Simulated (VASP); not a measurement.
Set up this calculation in VASP 6.6.1, as the native input.

* Task: single point
* Functional: PBE
* Potentials or basis: VASP PAW PBE potentials, release 64 (Ga_d, As)
* Cutoff: 520 eV
* k mesh: 12 × 12 × 4
* Occupations: fermi-dirac, width 0.02 eV
* Spin: no spin polarisation
* Dipole correction: no
* Further INCAR settings: ALGO = Normal; EDIFF = 1e-06; NBANDS = 26

The structure of GaAs lies in POSCAR:

```
GaAs
1.0
    3.7321680278      0.0000000000      0.0000000000
   -1.8660840139      3.2321523232      0.0000000000
    0.0000000000      0.0000000000      6.3327909580
Ga As
2 2
Direct
    0.0000000000      0.0000000000      0.0000000000
    0.0000000000      0.0000000000      0.5000000000
    0.3333333333      0.6666666667      0.2500000000
    0.6666666667      0.3333333333      0.7500000000
```

These files were run (other wordings do the same):

INCAR

```
ALGO = Normal
EDIFF = 1E-6
ENCUT = 520
GGA = PE
ISIF = 2
ISMEAR = -1
LASPH = True
LCHARG = False
LREAL = False
LWAVE = False
NBANDS = 26
NELM = 100
PREC = Accurate
SIGMA = 0.02
```

KPOINTS

```
k-points
0
Gamma
  12 12 4
```

Potentials or basis: VASP PAW PBE potentials, release 64 (Ga_d, As).

Launch:

```bash
$ cat potpaw_PBE.64/Ga_d/POTCAR potpaw_PBE.64/As/POTCAR > POTCAR
$ mpirun -np 1 vasp_std > vasp.out
```

Results of the run:

The pressure is 3.0 GPa and the band gap on the k mesh is zero (band 18 reaches 6.22 eV, above the bottom of band 19 at 2.53 eV).

It took 72 s on 1 thread of Intel(R) Xeon(R) Platinum 8375C CPU @ 2.90GHz (Ice Lake), with other jobs on the host, peak memory 0.22 GiB.
